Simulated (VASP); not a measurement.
# Al30Cu (a cell with a defect) in VASP: single point with PBEsol

Aim: the single point of Al30Cu (a cell with a defect) with PBEsol.

All numbers are computed with VASP 6.6.1; they aren't measurements. Logs are shortened: lines on timing, memory, paths and dates and some standing lists are left out, and cuts for length are marked.

## Step 1: The cell of the first run

The cell holds a defect, 31 atoms: a = 8.100 Å, b = 8.100 Å, c = 8.100 Å, α = 90.00°, β = 90.00°, γ = 90.00°.

## Step 2: Single point, PBEsol

The input, INCAR:

```
SYSTEM = Al30Cu
PREC     = Accurate       ! precision mode
ENCUT    = 520            ! plane-wave cutoff, eV
EDIFF    = 1E-6           ! SCF threshold, eV
ISMEAR   = 0              ! smearing method
SIGMA    = 0.05           ! smearing width, eV
LREAL    = Auto         
LASPH    = .True.         ! aspherical terms in the spheres
NELM     = 60             ! most SCF steps
ALGO     = Normal         ! electronic algorithm
ISIF     = 2              ! what is computed and relaxed
LWAVE    = .False.        ! write WAVECAR
LCHARG   = .False.        ! write CHGCAR
GGA      = PS             ! functional
NBANDS   = 72             ! bands
```

The input, KPOINTS:

```
regular mesh
0
Gamma
  3 3 3
  0 0 0
```

The input, POSCAR:

```
Al30Cu
1.0
    8.1000000000      0.0000000000      0.0000000000
    0.0000000000      8.1000000000      0.0000000000
    0.0000000000      0.0000000000      8.1000000000
Al Cu
30 1
Direct
    0.5095644444      0.0083577778      0.0002485185
    0.7516379012      0.0012511111      0.2553777778
    0.2409502469      0.2413555556      0.0002487654
    0.5025714815      0.4974940741      0.0002486420
    0.7587345679      0.7591608642      0.0002488889
    0.2493627160     -0.0036667901      0.2495776543
    0.5010896296      0.2533569136      0.2496020988
    0.7467150617      0.4989782716      0.2495813580
    0.4970956790     -0.0001683951      0.5002486420
    0.7464800000      0.2535985185      0.5002492593
    0.7516385185      0.0012513580      0.7451196296
   -0.0082659259      0.4905488889      0.0002487654
    0.2478787654      0.7521876543      0.0002486420
   -0.0012201235      0.2483928395      0.2552913580
    0.2496932099      0.4993098765      0.2493559259
    0.5007474074      0.7503640741      0.2493430864
    0.0039851852     -0.0039069136      0.5002490123
    0.2533212346      0.2498483951      0.5002487654
    0.4981111111      0.5019549383      0.5002487654
    0.7502143210      0.7467097531      0.5002485185
    0.2493623457     -0.0036669136      0.7509197531
    0.5010906173      0.2533565432      0.7508949383
    0.7467153086      0.4989775309      0.7509159259
    0.0037390123      0.7507053086      0.2495976543
    0.0002309877      0.5029355556      0.5002483951
    0.2523370370      0.7477292593      0.5002490123
   -0.0012200000      0.2483929630      0.7452060494
    0.2496938272      0.4993106173      0.7511414815
    0.5007474074      0.7503640741      0.7511539506
    0.0037391358      0.7507060494      0.7508995062
    0.8751182716      0.1247496296      0.0002486420
```

Potentials or basis: VASP PAW PBE potentials, release 64 (Al, Cu).

Run with:

```bash
$ cat potpaw_PBE.64/Al/POTCAR potpaw_PBE.64/Cu/POTCAR > POTCAR
$ mpirun -np 1 vasp_std > vasp.out
```

OUTCAR:

```text
SYSTEM = Al30Cu
   PREC = Accurate
   ENCUT = 520
   EDIFF = 1E-6
   ISMEAR = 0
   LREAL = Auto
   LASPH = .True.
   NELM = 60
   ISIF = 2
   GGA = PS

 ion  position               nearest neighbor table
   1  0.510  0.008  0.000-  22 2.83   7 2.83   2 2.85  11 2.85   5 2.85   3 2.88  16 2.91  29 2.91
                             6 2.92  21 2.92  13 2.97
   2  0.752  0.001  0.255-  31 2.50  14 2.83  17 2.85  10 2.85   1 2.85   5 2.85  20 2.86   9 2.86
                            16 2.87  24 2.88   7 2.88
   3  0.241  0.241  0.000-   6 2.83  21 2.83  14 2.85  27 2.85  12 2.85   1 2.88  15 2.91  28 2.91
                             7 2.92  22 2.92   4 2.97
   4  0.503  0.497  0.000-   8 2.83  23 2.83   7 2.83  22 2.83  16 2.88  29 2.88  28 2.88  15 2.88
                            13 2.92   3 2.97   5 2.97
   5  0.759  0.759  0.000-  24 2.83  30 2.83   2 2.85  11 2.85   1 2.85  12 2.88  16 2.91  29 2.91
                             8 2.92  23 2.92   4 2.97
   6  0.249  0.996  0.250-  24 2.81  13 2.83   3 2.83  17 2.84  16 2.85   9 2.85  26 2.86  14 2.88
                            18 2.89   7 2.91   1 2.92
   7  0.501  0.253  0.250-   8 2.81   4 2.83   1 2.83  10 2.84  15 2.85  18 2.85  19 2.86   2 2.88
                             9 2.89   6 2.91   3 2.92
   8  0.747  0.499  0.250-   7 2.81   4 2.83  12 2.83  10 2.84  16 2.85  20 2.85  19 2.86  14 2.88
                            25 2.89  24 2.91   5 2.92
   9  0.497  1.000  0.500-  18 2.83  26 2.85   6 2.85  21 2.85   2 2.86  11 2.86  29 2.87  16 2.87
[... 28 lines left out ...]
                            25 2.89  30 2.91   5 2.92
  24  0.004  0.751  0.250-   6 2.81  13 2.83   5 2.83  17 2.84  15 2.85  25 2.85  26 2.86   2 2.88
                            20 2.89   8 2.91  12 2.92
  25  0.000  0.503  0.500-  20 2.83  26 2.85  24 2.85  30 2.85  14 2.86  27 2.86  15 2.87  28 2.87
                            10 2.88   8 2.89  23 2.89  18 2.90
  26  0.252  0.748  0.500-  19 2.82  17 2.84   9 2.85  25 2.85  30 2.86  24 2.86  21 2.86   6 2.86
                            28 2.86  15 2.86  29 2.86  16 2.86
  27  0.999  0.248  0.745-  31 2.50  11 2.83  10 2.85  17 2.85  12 2.85   3 2.85  18 2.86  25 2.86
                            28 2.87  21 2.88  23 2.88
  28  0.250  0.499  0.751-  30 2.85  22 2.85  19 2.86  26 2.86  18 2.87  25 2.87  27 2.87  13 2.88
                             4 2.88  29 2.88   3 2.91  12 2.91
  29  0.501  0.750  0.751-  21 2.85  23 2.85  19 2.86  26 2.86  20 2.87   9 2.87  11 2.87  13 2.88
                             4 2.88  28 2.88   5 2.91   1 2.91
  30  0.004  0.751  0.751-  21 2.81  13 2.83   5 2.83  17 2.84  28 2.85  25 2.85  26 2.86  11 2.88
                            20 2.89  23 2.91  12 2.92
  31  0.875  0.125  0.000-  11 2.50   2 2.50  27 2.50  14 2.50

  LATTYP: Found a simple cubic cell.
 ALAT       =     8.1000000000

  Lattice vectors:

 A1 = (   8.1000000000,   0.0000000000,   0.0000000000)
 A2 = (   0.0000000000,   8.1000000000,   0.0000000000)
 A3 = (   0.0000000000,   0.0000000000,   8.1000000000)

Analysis of symmetry for initial positions (statically):
=====================================================================
 Subroutine PRICEL returns:
 Original cell was already a primitive cell.

 Routine SETGRP: Setting up the symmetry group for a
 simple cubic supercell.

 Subroutine GETGRP returns: Found  2 space group operations
 (whereof  1 operations were pure point group operations)
 out of a pool of 48 trial point group operations.

The static configuration has the point symmetry C_1 .
 The point group associated with its full space group is C_1h.

Analysis of symmetry for dynamics (positions and initial velocities):
=====================================================================
 Subroutine PRICEL returns:
 Original cell was already a primitive cell.

 Routine SETGRP: Setting up the symmetry group for a
 simple cubic supercell.

 Subroutine GETGRP returns: Found  2 space group operations
 (whereof  1 operations were pure point group operations)
 out of a pool of 48 trial point group operations.

The dynamic configuration has the point symmetry C_1 .
 The point group associated with its full space group is C_1h.

 Subroutine INISYM returns: Found  2 space group operations
 (whereof  1 operations are pure point group operations),
 and found     1 'primitive' translations

----------------------------------------------------------------------------------------

                                     Primitive cell

  volume of cell :     531.4410

  direct lattice vectors                    reciprocal lattice vectors
     8.100000000  0.000000000  0.000000000     0.123456790  0.000000000  0.000000000
     0.000000000  8.100000000  0.000000000     0.000000000  0.123456790  0.000000000
[... 85 lines left out ...]
     0.000000000  0.000000000  0.041152263     0.000000000  0.000000000  0.333333333

  Length of vectors
     0.041152263  0.041152263  0.041152263

  Shift w.r.t. Gamma in fractional coordinates (k-lattice)
     0.000000000  0.000000000  0.000000000

 Subroutine IBZKPT returns following result:
 ===========================================

 Found     10 irreducible k-points:

 Following reciprocal coordinates:
            Coordinates               Weight
  0.000000  0.000000  0.000000      1.000000
  0.333333  0.000000  0.000000      2.000000
  0.000000  0.333333  0.000000      2.000000
  0.000000  0.000000  0.333333      2.000000
  0.333333  0.333333  0.000000      2.000000
  0.000000  0.333333  0.333333      4.000000
  0.333333  0.000000  0.333333      4.000000
 -0.333333  0.333333  0.000000      2.000000
  0.333333  0.333333  0.333333      4.000000
 -0.333333  0.333333  0.333333      4.000000
   k-points           NKPTS =     10   k-points in BZ     NKDIM =     10   number of bands    NBANDS=     72
   number of dos      NEDOS =    301   number of ions     NIONS =     31
   total plane-waves  NPLWV = 216000
   dimension x,y,z NGX =    60 NGY =   60 NGZ =   60
   dimension x,y,z NGXF=   120 NGYF=  120 NGZF=  120
   ions per type =              30   1
   NGX,Y,Z   is equivalent  to a cutoff of  12.31, 12.31, 12.31 a.u.
   NGXF,Y,Z  is equivalent  to a cutoff of  24.63, 24.63, 24.63 a.u.
 SYSTEM =  Al30Cu
   PREC   = accura    normal or accurate (medium, high low for compatibility)
   ISTART =      0    job   : 0-new  1-cont  2-samecut
   ICHARG =      2    charge: 1-file 2-atom 10-const
   ISPIN  =      1    spin polarized calculation?
   LNONCOLLINEAR =      F non collinear calculations
   LSORBIT =      F    spin-orbit coupling
   LASPH  =      T    aspherical Exc in radial PAW
   ENCUT  =  520.0 eV  38.22 Ry    6.18 a.u.  15.06 15.06 15.06*2*pi/ulx,y,z
   NELM   =     60;   NELMIN=  2; NELMDL= -5     # of ELM steps
   EDIFF  = 0.1E-05   stopping-criterion for ELM
   LREAL  =      T    real-space projection
   EDIFFG = 0.1E-04   stopping-criterion for IOM
   NSW    =      0    number of steps for IOM
   IBRION =     -1    ionic relax: 0-MD 1-quasi-New 2-CG
   NFREE  =      0    steps in history (QN), initial steepest desc. (CG)
   ISIF   =      2    stress and relaxation
   ISYM   =      2    0-nonsym 1-usesym 2-fastsym
   POTIM  = 0.5000    time-step for ionic-motion
   TEBEG  =    0.0;   TEEND  =   0.0 temperature during run
   PSTRESS=    0.0 pullay stress
   NELECT =     101.0000    total number of electrons
   NUPDOWN=      -1.0000    fix difference up-down
   EMIN   =  10.00;   EMAX   =-10.00  energy-range for DOS
   EFERMI =   0.00;   METHOD = LEGACY
   ISMEAR =     0;   SIGMA  =   0.05  broadening in eV -4-tet -1-fermi 0-gaus
   EFERMI_NEDOS =   21; number of points for ismear=-14 and -15
   IALGO  =     38    algorithm
   IMIX   =      4    mixing-type and parameters
     AMIX     =   0.40;   BMIX     =  1.00
     AMIX_MAG =   1.60;   BMIX_MAG =  1.00
  volume/ion in A,a.u.               =      17.14       115.69
  Fermi-wavevector in a.u.,A,eV,Ry     =   0.941233  1.778672 12.053656  0.885919
  Thomas-Fermi vector in A             =   2.068723
   LORBIT       =      0    0 simple, 1 ext, 2 COOP (PROOUT), +10 PAW based schemes
   GGA     = PS    functional components
   LHFCALC =     F    Hartree Fock is set to
   AEXX    =    0.0000 exact exchange contribution
   IVDW    =     0    specifies the selected vdW correction
   LEPSILON=     F    determine dielectric tensor
   LRPA    =     F    only Hartree local field effects (RPA)
 non-spin polarized calculation
 Gauss-broadening in eV      SIGMA  =   0.05
  energy-cutoff  :      520.00
  volume of cell :      531.44
 maximum number of plane-waves:     14358
   NGX = 31   NGY = 31   NGZ = 31

 number of electron     100.9999989 magnetization

 Free energy of the ion-electron system (eV)
  ---------------------------------------------------
  ext. energy  EPLUGINS =         0.00000000
  ---------------------------------------------------
  free energy    TOTEN  =      -125.96005468 eV

  energy without entropy =     -125.95083201  energy(sigma->0) =     -125.95544334

 E-fermi :   7.2907     XC(G=0): -10.1185

 val. band max:        7.2406073637   @ k =   0.3333   0.0000   0.0000
 cond. band min:       7.3121550173   @ k =   0.0000   0.0000   0.0000
 fundamental gap:      0.0715476536
 Fermi energy:         7.2906720620

 k-point     1 :       0.0000    0.0000    0.0000
  band No.  band energies     occupation
      1      -3.4535      2.00000
      2      -1.3350      2.00000
      3      -1.3285      2.00000
      4      -1.2846      2.00000
      5      -1.2644      2.00000
      6      -1.0859      2.00000
[... 639 lines left out ...]
     61       9.1672      0.00000
     62       9.2102      0.00000
 [bands above 62 left out]

------------------------ aborting loop because EDIFF is reached ----------------------------------------

  FORCE on cell =-STRESS in cart. coord.  units (eV):
  Direction    XX          YY          ZZ          XY          YZ          ZX
  --------------------------------------------------------------------------------------
  -------------------------------------------------------------------------------------
  Total      -12.2734054    -12.2700657     -5.7304599      0.4342384      0.0000000      0.0000000
  in kB      -37.0016086    -36.9915403    -17.2760719      1.3091328      0.0000000      0.0000000
  external PRESSURE =     -30.4230736 kB  Pullay stress =       0.0000000 kB

 VOLUME and BASIS-vectors are now :
 -----------------------------------------------------------------------------
  energy-cutoff  :      520.00
  volume of cell :      531.44
      direct lattice vectors                 reciprocal lattice vectors
     8.100000000  0.000000000  0.000000000     0.123456790  0.000000000  0.000000000
     0.000000000  8.100000000  0.000000000     0.000000000  0.123456790  0.000000000
     0.000000000  0.000000000  8.100000000     0.000000000  0.000000000  0.123456790

 POSITION                                       TOTAL-FORCE (eV/Angst)
 -----------------------------------------------------------------------------------
      4.12747      0.06770      0.00201        -0.003987     -0.000148      0.000000
      6.08827      0.01013      2.06856        -0.002734     -0.003824      0.007683
      1.95170      1.95498      0.00201         0.005686      0.000641      0.000000
      4.07083      4.02970      0.00201         0.002585     -0.003136      0.000000
      6.14575      6.14920      0.00202        -0.000152     -0.003869      0.000000
      2.01984      8.07030      2.02158        -0.000198     -0.001080     -0.001165
[... 23 lines left out ...]
      0.03029      6.08072      6.08229         0.000786      0.000063      0.000895
      7.08846      1.01047      0.00201        -0.000392      0.000087      0.000000
 -----------------------------------------------------------------------------------
    total drift:                                0.004528     -0.002099      0.000562

  FREE ENERGIE OF THE ION-ELECTRON SYSTEM (eV)
  ---------------------------------------------------
  free  energy   TOTEN  =      -125.9600546767 eV

  energy  without entropy=     -125.9508320113  energy(sigma->0) =     -125.95544334
```

Run time: 20 min. Hardware: 1 thread of Oxide Virtual Turin-like, shared host; peak memory 0.56 GiB.

What came out:

```yaml
Free_energy: -125.9601 eV
Pressure: -3.0 GPa
Largest_force: 0.009 eV/Å
```

Forces on the atoms (eV/Å):
```
Al  -0.004  0.000  0.000
Al  -0.003 -0.004  0.008
Al   0.006  0.001  0.000
Al   0.003 -0.003  0.000
Al   0.000 -0.004  0.000
Al   0.000 -0.001 -0.001
Al   0.000  0.002 -0.002
Al  -0.002  0.000 -0.002
Al  -0.007  0.000  0.000
Al   0.000  0.000  0.000
Al  -0.003 -0.004 -0.008
Al   0.000  0.006  0.000
Al  -0.004  0.004  0.000
Al   0.004  0.003  0.008
Al  -0.001 -0.002 -0.005
Al   0.002  0.001 -0.005
Al  -0.001  0.001  0.000
Al   0.005 -0.001  0.000
Al  -0.004  0.004  0.000
Al   0.001 -0.005  0.000
Al   0.000 -0.001  0.001
Al   0.000  0.002  0.002
Al  -0.002  0.000  0.002
Al   0.001  0.000 -0.001
Al  -0.001  0.007  0.000
Al   0.005 -0.006  0.000
Al   0.004  0.003 -0.008
Al  -0.001 -0.002  0.005
Al   0.002  0.001  0.005
Al   0.001  0.000  0.001
Cu   0.000  0.000  0.000
```

Stress tensor (GPa, compression positive):
```
-3.70  0.13  0.00
 0.13 -3.70  0.00
 0.00  0.00 -1.73
```

Caveat: the PAW data sets were made with another functional, which shifts forces and pressure a little.
